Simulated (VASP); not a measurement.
Wanted: the native input for a VASP 6.6.1 run.

| Quantity | Value |
| --- | --- |
| Task | single point |
| Functional | PBEsol |
| Potentials or basis | VASP PAW PBE potentials, release 64 (Na_pv, F) |
| Cutoff | 700 eV |
| k mesh | 6 × 6 × 6, shifted |
| Occupations | gaussian, width 0.01 eV |
| Spin | no spin polarisation |
| Dipole correction | no |
| Mended | yes |
| Further INCAR settings | ALGO = Normal; EDIFF = 1e-06; NBANDS = 14; ISYM = -1 |

The structure of NaF lies in POSCAR:

```
NaF
1.0
    0.0000000000      2.2971680881      2.2971680881
    2.2971680881      0.0000000000      2.2971680881
    2.2971680881      2.2971680881      0.0000000000
Na F
1 1
Direct
    0.0000000000      0.0000000000      0.0000000000
    0.5000000000      0.5000000000      0.5000000000
```

The input as run:

INCAR

```
ALGO = Normal
EDIFF = 1E-6
ENCUT = 700
GGA = PS
GGA_COMPAT = False
ISIF = 2
ISMEAR = 0
ISYM = -1
LASPH = True
LCHARG = False
LREAL = False
LWAVE = False
NBANDS = 14
NELM = 120
PREC = Accurate
SIGMA = 0.01
```

KPOINTS

```
explicit points
108
Reciprocal
  0.08333333   0.08333333   0.08333333 2
  0.08333333   0.08333333   0.25000000 2
  0.08333333   0.08333333   0.41666667 2
  0.08333333   0.08333333   0.58333333 2
  0.08333333   0.08333333   0.75000000 2
  0.08333333   0.08333333   0.91666667 2
  0.08333333   0.25000000   0.08333333 2
  0.08333333   0.25000000   0.25000000 2
  0.08333333   0.25000000   0.41666667 2
  0.08333333   0.25000000   0.58333333 2
  0.08333333   0.25000000   0.75000000 2
  0.08333333   0.25000000   0.91666667 2
  0.08333333   0.41666667   0.08333333 2
  0.08333333   0.41666667   0.25000000 2
  0.08333333   0.41666667   0.41666667 2
  0.08333333   0.41666667   0.58333333 2
  0.08333333   0.41666667   0.75000000 2
  0.08333333   0.41666667   0.91666667 2
  0.08333333   0.58333333   0.08333333 2
  0.08333333   0.58333333   0.25000000 2
  0.08333333   0.58333333   0.41666667 2
  0.08333333   0.58333333   0.58333333 2
  0.08333333   0.58333333   0.75000000 2
  0.08333333   0.58333333   0.91666667 2
  0.08333333   0.75000000   0.08333333 2
  0.08333333   0.75000000   0.25000000 2
  0.08333333   0.75000000   0.41666667 2
  0.08333333   0.75000000   0.58333333 2
  0.08333333   0.75000000   0.75000000 2
  0.08333333   0.75000000   0.91666667 2
  0.08333333   0.91666667   0.08333333 2
  0.08333333   0.91666667   0.25000000 2
  0.08333333   0.91666667   0.41666667 2
  0.08333333   0.91666667   0.58333333 2
  0.08333333   0.91666667   0.75000000 2
  0.08333333   0.91666667   0.91666667 2
  0.25000000   0.08333333   0.08333333 2
  0.25000000   0.08333333   0.25000000 2
  0.25000000   0.08333333   0.41666667 2
  0.25000000   0.08333333   0.58333333 2
  0.25000000   0.08333333   0.75000000 2
  0.25000000   0.08333333   0.91666667 2
  0.25000000   0.25000000   0.08333333 2
  0.25000000   0.25000000   0.25000000 2
  0.25000000   0.25000000   0.41666667 2
  0.25000000   0.25000000   0.58333333 2
  0.25000000   0.25000000   0.75000000 2
  0.25000000   0.25000000   0.91666667 2
  0.25000000   0.41666667   0.08333333 2
  0.25000000   0.41666667   0.25000000 2
  0.25000000   0.41666667   0.41666667 2
  0.25000000   0.41666667   0.58333333 2
  0.25000000   0.41666667   0.75000000 2
  0.25000000   0.41666667   0.91666667 2
  0.25000000   0.58333333   0.08333333 2
  0.25000000   0.58333333   0.25000000 2
  0.25000000   0.58333333   0.41666667 2
  0.25000000   0.58333333   0.58333333 2
  0.25000000   0.58333333   0.75000000 2
  0.25000000   0.58333333   0.91666667 2
  0.25000000   0.75000000   0.08333333 2
  0.25000000   0.75000000   0.25000000 2
  0.25000000   0.75000000   0.41666667 2
  0.25000000   0.75000000   0.58333333 2
  0.25000000   0.75000000   0.75000000 2
  0.25000000   0.75000000   0.91666667 2
  0.25000000   0.91666667   0.08333333 2
  0.25000000   0.91666667   0.25000000 2
  0.25000000   0.91666667   0.41666667 2
  0.25000000   0.91666667   0.58333333 2
  0.25000000   0.91666667   0.75000000 2
  0.25000000   0.91666667   0.91666667 2
  0.41666667   0.08333333   0.08333333 2
  0.41666667   0.08333333   0.25000000 2
  0.41666667   0.08333333   0.41666667 2
  0.41666667   0.08333333   0.58333333 2
  0.41666667   0.08333333   0.75000000 2
  0.41666667   0.08333333   0.91666667 2
  0.41666667   0.25000000   0.08333333 2
  0.41666667   0.25000000   0.25000000 2
  0.41666667   0.25000000   0.41666667 2
  0.41666667   0.25000000   0.58333333 2
  0.41666667   0.25000000   0.75000000 2
  0.41666667   0.25000000   0.91666667 2
  0.41666667   0.41666667   0.08333333 2
  0.41666667   0.41666667   0.25000000 2
  0.41666667   0.41666667   0.41666667 2
  0.41666667   0.41666667   0.58333333 2
  0.41666667   0.41666667   0.75000000 2
  0.41666667   0.41666667   0.91666667 2
  0.41666667   0.58333333   0.08333333 2
  0.41666667   0.58333333   0.25000000 2
  0.41666667   0.58333333   0.41666667 2
  0.41666667   0.58333333   0.58333333 2
  0.41666667   0.58333333   0.75000000 2
  0.41666667   0.58333333   0.91666667 2
  0.41666667   0.75000000   0.08333333 2
  0.41666667   0.75000000   0.25000000 2
  0.41666667   0.75000000   0.41666667 2
  0.41666667   0.75000000   0.58333333 2
  0.41666667   0.75000000   0.75000000 2
  0.41666667   0.75000000   0.91666667 2
  0.41666667   0.91666667   0.08333333 2
  0.41666667   0.91666667   0.25000000 2
  0.41666667   0.91666667   0.41666667 2
  0.41666667   0.91666667   0.58333333 2
  0.41666667   0.91666667   0.75000000 2
  0.41666667   0.91666667   0.91666667 2
```

Potentials or basis: VASP PAW PBE potentials, release 64 (Na_pv, F).

The run is started by

```console
$ cat potpaw_PBE.64/Na_pv/POTCAR potpaw_PBE.64/F/POTCAR > POTCAR
$ mpirun -np 1 vasp_std > vasp.out
```

Results of the run:

The pressure is 1.0 GPa and the band gap on the k mesh is 6.58 eV.

Caveat: the PAW data sets were made with another functional, which shifts forces and pressure a little; a shifted mesh leaves out Γ, where band edges can lie.

Run time: 44 s on 1 thread of Intel(R) Xeon(R) Platinum 8259CL CPU @ 2.50GHz (Skylake/Cascade Lake), with other jobs on the host, peak memory 0.18 GiB.
